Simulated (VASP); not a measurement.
## TiO2: single point with PBE

Crystal: TiO2.

```xyz
9
Lattice="2.9788 -0.0001 0.0001 0.0001 4.7769 -0.0234 1.4892 0.2107 7.1225" Properties=species:S:1:pos:R:3 pbc="T T T"
Ti   -0.0671    0.0019    0.0050
Ti    1.5035    2.3912    2.2465
Ti    2.9925    2.6002    4.8627
O     1.5145    0.9220    0.9094
O     3.0018    1.5386    3.1935
O     1.5143    1.6275    5.7250
O     3.0039    3.3639    1.3843
O     1.5124    3.4528    3.9158
O     3.0038    4.0694    6.1999
```

| Quantity | Value |
| --- | --- |
| Program | VASP 6.6.1 |
| Task | single point |
| Functional | PBE |
| Potentials or basis | VASP PAW PBE potentials, release 64 (Ti_sv, O) |
| Cutoff | 520 eV |
| k mesh | 9 × 6 × 4 |
| Occupations | fermi-dirac, width 0.05 eV |
| Spin | no spin polarisation |

* Pressure: 0.7 GPa
* Largest force: 0.065 eV/Å
* Band gap on the k mesh: 2.29 eV (least direct gap 2.34 eV)

Forces on the atoms (eV/Å):
```
Ti   0.036  0.000  0.000
Ti   0.003  0.000 -0.038
Ti   0.003  0.000  0.038
O   -0.019  0.018  0.019
O   -0.002 -0.064  0.009
O    0.000 -0.015  0.012
O    0.000  0.016 -0.012
O   -0.002  0.064 -0.009
O   -0.019 -0.019 -0.019
```

Stress tensor (GPa, compression positive):
```
0.85 0.00 0.00
0.00 0.52 0.00
0.00 0.00 0.69
```

Levels at points of the mesh, in eV from the valence-band top:
| k point | band 34 | band 35 | band 36 | band 37 | band 38 | band 39 |
| --- | --- | --- | --- | --- | --- | --- |
| (0.00, 0.00, 0.00) | -0.39 | -0.27 | -0.05 | 2.29 | 2.66 | 2.77 |
| (0.00, 0.50, 0.00) | -0.88 | -0.83 | -0.74 | 2.40 | 2.66 | 2.68 |
| (0.00, 0.00, 0.50) | -0.83 | -0.30 | -0.14 | 2.44 | 2.63 | 2.70 |
| (0.00, 0.50, 0.50) | -0.71 | -0.68 | -0.22 | 2.32 | 2.58 | 2.65 |

It took 7.3 min on 1 thread of Intel(R) Xeon(R) Platinum 8375C CPU @ 2.90GHz (Ice Lake), on a shared host, peak memory 0.46 GiB.

Caveat: an odd mesh through Γ misses points on the zone boundary, where band edges can lie.
